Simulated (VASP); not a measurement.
# LiCl (I4/mmm) in VASP: notebook

Runs on LiCl. Level: PBE. Tasks: single point.

Program: VASP 6.6.1. These are calculated values, not measurements. Logs are shortened: lines on timing, memory, paths and dates and some standing lists are left out, and cuts for length are marked.

**1. The cell of the first run**

It takes space group I4/mmm (No. 139, tetragonal). Conventional cell: a = 3.536 Å, b = 3.536 Å, c = 5.258 Å, α = 90.00°, β = 90.00°, γ = 90.00°. Within 3.3 Å of Li (site symmetry 4/mmm) lie 6 Cl at 2.50 to 2.63 Å. Within 3.3 Å of Cl (site symmetry 4/mmm) lie 6 Li at 2.50 to 2.63 Å.

**2. Single point, PBE (strain -0.025 along x and y, +0.025 along z)**

INCAR

```
ALGO = Normal
EDIFF = 1E-7
ENCUT = 520
GGA = PE
ISIF = 2
ISMEAR = 0
LASPH = True
LCHARG = False
LREAL = False
LWAVE = False
NBANDS = 12
NELM = 80
PREC = Accurate
SIGMA = 0.05
```

KPOINTS

```
k-points
0
Gamma
  8 8 8
```

POSCAR

```
LiCl
1.0
    0.0000000000      2.5006410000      2.6288790000
    2.5006410000      0.0000000000      2.6288790000
    2.5006410000      2.5006410000      0.0000000000
Li Cl
1 1
Direct
    0.0000000000      0.0000000000      0.0000000000
    0.5000000000      0.5000000000      0.5000000000
```

Potentials or basis: VASP PAW PBE potentials, release 64 (Li_sv, Cl).

On the command line:

```sh
cat potpaw_PBE.64/Li_sv/POTCAR potpaw_PBE.64/Cl/POTCAR > POTCAR
mpirun -np 1 vasp_std > vasp.out
```

OUTCAR:

```text
EDIFF = 1E-7
   ENCUT = 520
   GGA = PE
   ISIF = 2
   ISMEAR = 0
   LASPH = True
   LREAL = False
   NELM = 80
   PREC = Accurate

 ion  position               nearest neighbor table
   1  0.000  0.000  0.000-   2 2.50   2 2.50   2 2.50   2 2.50   2 2.63   2 2.63
   2  0.500  0.500  0.500-   1 2.50   1 2.50   1 2.50   1 2.50   1 2.63   1 2.63

  LATTYP: Found a body centered tetragonal cell.
 ALAT       =     3.5364404168
 C/A-ratio  =     1.4867373348

  Lattice vectors:

 A1 = (  -2.5006410000,   0.0000000000,   2.6288790000)
 A2 = (   2.5006410000,   0.0000000000,   2.6288790000)
 A3 = (   0.0000000000,   2.5006410000,  -2.6288790000)

Analysis of symmetry for initial positions (statically):
=====================================================================
 Subroutine PRICEL returns:
 Original cell was already a primitive cell.

 Routine SETGRP: Setting up the symmetry group for a
 body centered tetragonal supercell.

 Subroutine GETGRP returns: Found 16 space group operations
 (whereof 16 operations were pure point group operations)
 out of a pool of 16 trial point group operations.

The static configuration has the point symmetry D_4h.

Analysis of symmetry for dynamics (positions and initial velocities):
=====================================================================
 Subroutine PRICEL returns:
 Original cell was already a primitive cell.

 Routine SETGRP: Setting up the symmetry group for a
 body centered tetragonal supercell.

 Subroutine GETGRP returns: Found 16 space group operations
 (whereof 16 operations were pure point group operations)
 out of a pool of 16 trial point group operations.

The dynamic configuration has the point symmetry D_4h.

 Subroutine INISYM returns: Found 16 space group operations
 (whereof 16 operations are pure point group operations),
 and found     1 'primitive' translations

----------------------------------------------------------------------------------------

                                     Primitive cell

  volume of cell :      32.8778

  direct lattice vectors                    reciprocal lattice vectors
     0.000000000  2.500641000  2.628879000    -0.199948733  0.199948733  0.190195136
     2.500641000  0.000000000  2.628879000     0.199948733 -0.199948733  0.190195136
     2.500641000  2.500641000  0.000000000     0.199948733  0.199948733 -0.190195136

  length of vectors
     3.628251674  3.628251674  3.536440417     0.340783189  0.340783189  0.340783189

  position of ions in fractional coordinates (direct lattice)
     0.000000000  0.000000000  0.000000000
     0.500000000  0.500000000  0.500000000

  ion indices of the primitive-cell ions
   primitive index   ion index
                 1           1
                 2           2

----------------------------------------------------------------------------------------

 KPOINTS: k-points

Automatic generation of k-mesh.
 Grid dimensions read from file:
 generate k-points for:    8    8    8

 Generating k-lattice:

  Cartesian coordinates                     Fractional coordinates (reciprocal lattice)
    -0.024993592  0.024993592  0.023774392     0.125000000  0.000000000  0.000000000
     0.024993592 -0.024993592  0.023774392     0.000000000  0.125000000  0.000000000
     0.024993592  0.024993592 -0.023774392    -0.000000000 -0.000000000  0.125000000

  Length of vectors
     0.042597899  0.042597899  0.042597899

  Shift w.r.t. Gamma in fractional coordinates (k-lattice)
     0.000000000  0.000000000  0.000000000

 Subroutine IBZKPT returns following result:
 ===========================================

 Found     59 irreducible k-points:

 Following reciprocal coordinates:
            Coordinates               Weight
  0.000000  0.000000  0.000000      1.000000
  0.125000  0.000000  0.000000      8.000000
  0.250000  0.000000  0.000000      8.000000
  0.375000  0.000000  0.000000      8.000000
  0.500000  0.000000  0.000000      4.000000
  0.125000  0.125000  0.000000      2.000000
[... 16 lines left out ...]
  0.250000  0.000000  0.125000     16.000000
  0.375000  0.000000  0.125000     16.000000
 [... further k-points ...]
   k-points           NKPTS =     59   k-points in BZ     NKDIM =     59   number of bands    NBANDS=     12
   number of dos      NEDOS =    301   number of ions     NIONS =      2
   total plane-waves  NPLWV =  21952
   dimension x,y,z NGX =    28 NGY =   28 NGZ =   28
   dimension x,y,z NGXF=    56 NGYF=   56 NGZF=   56
   ions per type =               1   1
   NGX,Y,Z   is equivalent  to a cutoff of  12.83, 12.83, 13.16 a.u.
   NGXF,Y,Z  is equivalent  to a cutoff of  25.66, 25.66, 26.33 a.u.
 SYSTEM =  unknown system
   PREC   = accura    normal or accurate (medium, high low for compatibility)
   ISTART =      0    job   : 0-new  1-cont  2-samecut
   ICHARG =      2    charge: 1-file 2-atom 10-const
   ISPIN  =      1    spin polarized calculation?
   LNONCOLLINEAR =      F non collinear calculations
   LSORBIT =      F    spin-orbit coupling
   LASPH  =      T    aspherical Exc in radial PAW
   ENCUT  =  520.0 eV  38.22 Ry    6.18 a.u.   6.75  6.75  6.58*2*pi/ulx,y,z
   NELM   =     80;   NELMIN=  2; NELMDL= -5     # of ELM steps
   EDIFF  = 0.1E-06   stopping-criterion for ELM
   LREAL  =      F    real-space projection
   EDIFFG = 0.1E-05   stopping-criterion for IOM
   NSW    =      0    number of steps for IOM
   IBRION =     -1    ionic relax: 0-MD 1-quasi-New 2-CG
   NFREE  =      0    steps in history (QN), initial steepest desc. (CG)
   ISIF   =      2    stress and relaxation
   ISYM   =      2    0-nonsym 1-usesym 2-fastsym
   POTIM  = 0.5000    time-step for ionic-motion
   TEBEG  =    0.0;   TEEND  =   0.0 temperature during run
   PSTRESS=    0.0 pullay stress
   NELECT =      10.0000    total number of electrons
   NUPDOWN=      -1.0000    fix difference up-down
   EMIN   =  10.00;   EMAX   =-10.00  energy-range for DOS
[... 5 lines left out ...]
     AMIX     =   0.40;   BMIX     =  1.00
     AMIX_MAG =   1.60;   BMIX_MAG =  1.00
  volume/ion in A,a.u.               =      16.44       110.94
  Fermi-wavevector in a.u.,A,eV,Ry     =   1.100966  2.080523 16.491964  1.212125
  Thomas-Fermi vector in A             =   2.237385
   LORBIT       =      0    0 simple, 1 ext, 2 COOP (PROOUT), +10 PAW based schemes
   GGA     = PE    functional components
[... 6 lines left out ...]
 Gauss-broadening in eV      SIGMA  =   0.05
  energy-cutoff  :      520.00
  volume of cell :       32.88
 maximum number of plane-waves:       902
   NGX = 13   NGY = 13   NGZ = 13

 number of electron      10.0000000 magnetization

 Free energy of the ion-electron system (eV)
  ---------------------------------------------------
  ext. energy  EPLUGINS =         0.00000000
  ---------------------------------------------------
  free energy    TOTEN  =        -7.37489259 eV

  energy without entropy =       -7.37489259  energy(sigma->0) =       -7.37489259

 E-fermi :   1.0612     XC(G=0):  -8.8397

 val. band max:        0.8484928746   @ k =   0.0000   0.0000   0.0000
 cond. band min:       7.2650135775   @ k =   0.0000   0.0000   0.0000
 fundamental gap:      6.4165207029
 Fermi energy:         1.0611554528

 k-point     1 :       0.0000    0.0000    0.0000
  band No.  band energies     occupation
      1     -42.6954      2.00000
      2     -12.7167      2.00000
      3       0.7299      2.00000
      4       0.7299      2.00000
      5       0.8485      2.00000
      6       7.2650      0.00000
      7      12.4538      0.00000
      8      12.9007      0.00000
      9      12.9007      0.00000
     10      14.8269      0.00000
     11      15.0730      0.00000
     12      15.8250      0.00000

 k-point     2 :       0.1250    0.0000    0.0000
  band No.  band energies     occupation
      1     -42.6949      2.00000
      2     -12.6371      2.00000
      3       0.2192      2.00000
      4       0.7044      2.00000
      5       0.7562      2.00000
      6       7.7262      0.00000
      7      11.9525      0.00000
      8      12.4096      0.00000
      9      12.9061      0.00000
     10      13.8091      0.00000
     11      14.1154      0.00000
     12      15.9155      0.00000

 k-point     3 :       0.2500    0.0000    0.0000
  band No.  band energies     occupation
      1     -42.6938      2.00000
      2     -12.4337      2.00000
      3      -0.8658      2.00000
      4       0.6151      2.00000
      5       0.6472      2.00000
      6       8.0965      0.00000
      7      11.2419      0.00000
      8      11.7703      0.00000
      9      11.8949      0.00000
     10      14.7958      0.00000
     11      14.8141      0.00000
     12      16.5279      0.00000
[... 286 lines left out ...]
 k-point    23 :       0.2500    0.0000    0.1250
  band No.  band energies     occupation
      1     -42.6937      2.00000
      2     -12.4385      2.00000
      3      -0.5849      2.00000
      4       0.3821      2.00000
      5       0.5199      2.00000
      6       8.6629      0.00000
      7      11.0655      0.00000
      8      11.2612      0.00000
      9      12.3258      0.00000
     10      13.5302      0.00000
     11      15.7449      0.00000
     12      17.2194      0.00000

 k-point    24 :       0.3750    0.0000    0.1250
  band No.  band energies     occupation
      1     -42.6926      2.00000
      2     -12.2162      2.00000
      3      -1.5189      2.00000
      4       0.2956      2.00000
      5       0.3258      2.00000
      6       8.4992      0.00000
      7      10.4547      0.00000
      8      11.3574      0.00000
      9      11.9760      0.00000
     10      15.0328      0.00000
     11      17.2875      0.00000
     12      18.1126      0.00000

 [... further k-points ...]

------------------------ aborting loop because EDIFF is reached ----------------------------------------

  FORCE on cell =-STRESS in cart. coord.  units (eV):
  Direction    XX          YY          ZZ          XY          YZ          ZX
  --------------------------------------------------------------------------------------
  -------------------------------------------------------------------------------------
  Total        0.4059820      0.4059820      0.0305911      0.0000000      0.0000000      0.0000000
  in kB       19.7839976     19.7839976      1.4907427      0.0000000      0.0000000      0.0000000
  external PRESSURE =      13.6862460 kB  Pullay stress =       0.0000000 kB

 VOLUME and BASIS-vectors are now :
 -----------------------------------------------------------------------------
  energy-cutoff  :      520.00
  volume of cell :       32.88
      direct lattice vectors                 reciprocal lattice vectors
     0.000000000  2.500641000  2.628879000    -0.199948733  0.199948733  0.190195136
     2.500641000  0.000000000  2.628879000     0.199948733 -0.199948733  0.190195136
     2.500641000  2.500641000  0.000000000     0.199948733  0.199948733 -0.190195136

 POSITION                                       TOTAL-FORCE (eV/Angst)
 -----------------------------------------------------------------------------------
      0.00000      0.00000      0.00000         0.000000      0.000000     -0.000000
      2.50064      2.50064      2.62888         0.000000      0.000000      0.000000
 -----------------------------------------------------------------------------------
    total drift:                                0.000000      0.000000      0.000000

  FREE ENERGIE OF THE ION-ELECTRON SYSTEM (eV)
  ---------------------------------------------------
  free  energy   TOTEN  =        -7.3748925948 eV

  energy  without entropy=       -7.3748925948  energy(sigma->0) =       -7.37489259
```

Wall time 32 s (1 thread of Intel Xeon 8259CL, shared host); peak memory 0.16 GiB.

What came out:

```
Free energy            : -7.3749 eV
Band gap on the k mesh : 6.42 eV, direct
```

Levels at points of the mesh, in eV from the valence-band top:
```tsv
k point	band 2	band 3	band 4	band 5	band 6	band 7	band 8	band 9
(0.00, 0.00, 0.00)	-13.57	-0.12	-0.12	0.00	6.42	11.61	12.05	12.05
(0.50, 0.00, 0.00)	-12.96	-2.99	-0.41	-0.27	6.70	9.27	9.64	13.17
(0.50, 0.50, 0.00)	-12.76	-3.09	-1.12	-1.12	7.98	8.34	12.13	14.52
(0.50, 0.00, 0.50)	-12.66	-3.09	-1.45	-1.11	7.85	8.12	12.84	13.64
```

Caveat: the cell differs from its parent crystal (strain -0.025 along x and y, +0.025 along z); the cutoff is under 1.25 times the usual one of these potentials, so pressure, stress and relaxed cells hold a basis-set (Pulay) error. A k mesh can miss the band edges.

**3. Single point, PBE (strain +0.000 along x and y, +0.050 along z)**

INCAR

```
SYSTEM = LiCl
PREC = Accurate ; ENCUT = 520
EDIFF = 1E-7 ; ISMEAR = 0
SIGMA = 0.05 ; LREAL = .FALSE.
LASPH = .TRUE. ; NELM = 80
ALGO = Normal ; ISIF = 2
LWAVE = .FALSE. ; LCHARG = .FALSE.
GGA = PE ; NBANDS = 12
```

KPOINTS

```
Automatic mesh
0
G
  8 8 8
  0 0 0
```

POSCAR

```
LiCl
1.0
    0.0000000000      2.5647600000      2.6929980000
    2.5647600000      0.0000000000      2.6929980000
    2.5647600000      2.5647600000      0.0000000000
Li Cl
1 1
Direct
    0.0000000000      0.0000000000      0.0000000000
    0.5000000000      0.5000000000      0.5000000000
```

Potentials or basis: VASP PAW PBE potentials, release 64 (Li_sv, Cl).

On the command line:

```sh
cat potpaw_PBE.64/Li_sv/POTCAR potpaw_PBE.64/Cl/POTCAR > POTCAR
mpirun -np 1 vasp_std > vasp.out
```

OUTCAR:

```text
SYSTEM = LiCl
   PREC = Accurate
   ENCUT = 520
   EDIFF = 1E-7
   ISMEAR = 0
   LREAL = .FALSE.
   LASPH = .TRUE.
   NELM = 80
   ISIF = 2
   GGA = PE

 ion  position               nearest neighbor table
   1  0.000  0.000  0.000-   2 2.56   2 2.56   2 2.56   2 2.56
   2  0.500  0.500  0.500-   1 2.56   1 2.56   1 2.56   1 2.56

  LATTYP: Found a body centered tetragonal cell.
 ALAT       =     3.6271183762
 C/A-ratio  =     1.4849242405

  Lattice vectors:

 A1 = (  -2.5647600000,   0.0000000000,   2.6929980000)
 A2 = (   2.5647600000,   0.0000000000,   2.6929980000)
 A3 = (   0.0000000000,   2.5647600000,  -2.6929980000)

Analysis of symmetry for initial positions (statically):
=====================================================================
 Subroutine PRICEL returns:
 Original cell was already a primitive cell.

 Routine SETGRP: Setting up the symmetry group for a
 body centered tetragonal supercell.

 Subroutine GETGRP returns: Found 16 space group operations
 (whereof 16 operations were pure point group operations)
 out of a pool of 16 trial point group operations.

The static configuration has the point symmetry D_4h.

Analysis of symmetry for dynamics (positions and initial velocities):
[... 175 lines left out ...]
      8      12.2697      0.00000
      9      12.2698      0.00000
     10      13.8898      0.00000
     11      14.3442      0.00000
     12      14.7803      0.00000
[... 331 lines left out ...]
 k-point    24 :       0.3750   -0.0000    0.1250
  band No.  band energies     occupation
      1     -43.3813      2.00000
      2     -12.5910      2.00000
      3      -1.8412      2.00000
      4      -0.1982      2.00000
      5      -0.1687      2.00000
      6       7.7495      0.00000
      7       9.8218      0.00000
      8      10.6463      0.00000
      9      11.0861      0.00000
     10      14.0951      0.00000
     11      16.4189      0.00000
     12      17.0841      0.00000

 [... further k-points ...]

------------------------ aborting loop because EDIFF is reached ----------------------------------------

  FORCE on cell =-STRESS in cart. coord.  units (eV):
  Direction    XX          YY          ZZ          XY          YZ          ZX
  --------------------------------------------------------------------------------------
  -------------------------------------------------------------------------------------
  Total       -0.1565934     -0.1565934     -0.3807654      0.0000000      0.0000000      0.0000000
  in kB       -7.0814872     -7.0814872    -17.2190250      0.0000000      0.0000000      0.0000000
  external PRESSURE =     -10.4606664 kB  Pullay stress =       0.0000000 kB

 VOLUME and BASIS-vectors are now :
 -----------------------------------------------------------------------------
  energy-cutoff  :      520.00
  volume of cell :       35.43
      direct lattice vectors                 reciprocal lattice vectors
     0.000000000  2.564760000  2.692998000    -0.194950015  0.194950015  0.185666681
     2.564760000  0.000000000  2.692998000     0.194950015 -0.194950015  0.185666681
     2.564760000  2.564760000  0.000000000     0.194950015  0.194950015 -0.185666681

 POSITION                                       TOTAL-FORCE (eV/Angst)
 -----------------------------------------------------------------------------------
      0.00000      0.00000      0.00000        -0.000000     -0.000000      0.000000
      2.56476      2.56476      2.69300         0.000000      0.000000      0.000000
 -----------------------------------------------------------------------------------
    total drift:                                0.000000      0.000000      0.000000

  FREE ENERGIE OF THE ION-ELECTRON SYSTEM (eV)
  ---------------------------------------------------
  free  energy   TOTEN  =        -7.3779586244 eV

  energy  without entropy=       -7.3779586244  energy(sigma->0) =       -7.37795862
```

OSZICAR:

```text
N       E                     dE             d eps       ncg     rms          rms(c)
DAV:   1     0.401461003680E+02    0.40146E+02   -0.40288E+03  1416   0.759E+02
DAV:   2    -0.503126795372E+01   -0.45177E+02   -0.43664E+02  1848   0.140E+02
DAV:   3    -0.739327623369E+01   -0.23620E+01   -0.23559E+01  1896   0.337E+01
DAV:   4    -0.744809486719E+01   -0.54819E-01   -0.54803E-01  1940   0.521E+00
DAV:   5    -0.744891341223E+01   -0.81855E-03   -0.81852E-03  1948   0.565E-01    0.234E+00
DAV:   6    -0.737110037073E+01    0.77813E-01   -0.17114E-01  1824   0.190E+00    0.166E+00
DAV:   7    -0.737323244233E+01   -0.21321E-02   -0.52740E-02  2144   0.118E+00    0.925E-01
DAV:   8    -0.737792946796E+01   -0.46970E-02   -0.71093E-03  1648   0.580E-01    0.161E-01
DAV:   9    -0.737788773252E+01    0.41735E-04   -0.24402E-04  1848   0.109E-01    0.585E-02
DAV:  10    -0.737795076585E+01   -0.63033E-04   -0.14809E-04  1640   0.811E-02    0.525E-02
DAV:  11    -0.737795788909E+01   -0.71232E-05   -0.16965E-05  1904   0.261E-02    0.211E-03
DAV:  12    -0.737795871519E+01   -0.82611E-06   -0.55383E-07  1756   0.560E-03    0.382E-03
DAV:  13    -0.737795852445E+01    0.19075E-06   -0.15227E-07  1776   0.254E-03    0.386E-04
DAV:  14    -0.737795862436E+01   -0.99912E-07   -0.24134E-09   932   0.432E-04
   1 F= -.73779586E+01 E0= -.73779586E+01  d E =-.652571E-22
```

stdout:

```text
POSCAR found type information on POSCAR LiCl
 POSCAR found :  2 types and       2 ions
 scaLAPACK will be used
 LDA part: xc-table for (Slater+PW92), standard interpolation
 POSCAR, INCAR and KPOINTS ok, starting setup
 FFT: planning ... GRIDC
 FFT: planning ... GRID_SOFT
 FFT: planning ... GRID
 WAVECAR not read
 entering main loop
```

It took 45 s on 1 thread of Intel Xeon 8259CL, shared host; peak memory 0.16 GiB.

Results:

| Item | Value |
| --- | --- |
| Free energy | -7.3780 eV |
| Band gap on the k mesh | 6.00 eV, direct |

Caveat: the cell differs from its parent crystal (strain +0.000 along x and y, +0.050 along z); the cutoff is under 1.25 times the usual one of these potentials, so pressure, stress and relaxed cells hold a basis-set (Pulay) error. A k mesh can miss the band edges.

(Part 1 of 2 ends here.)
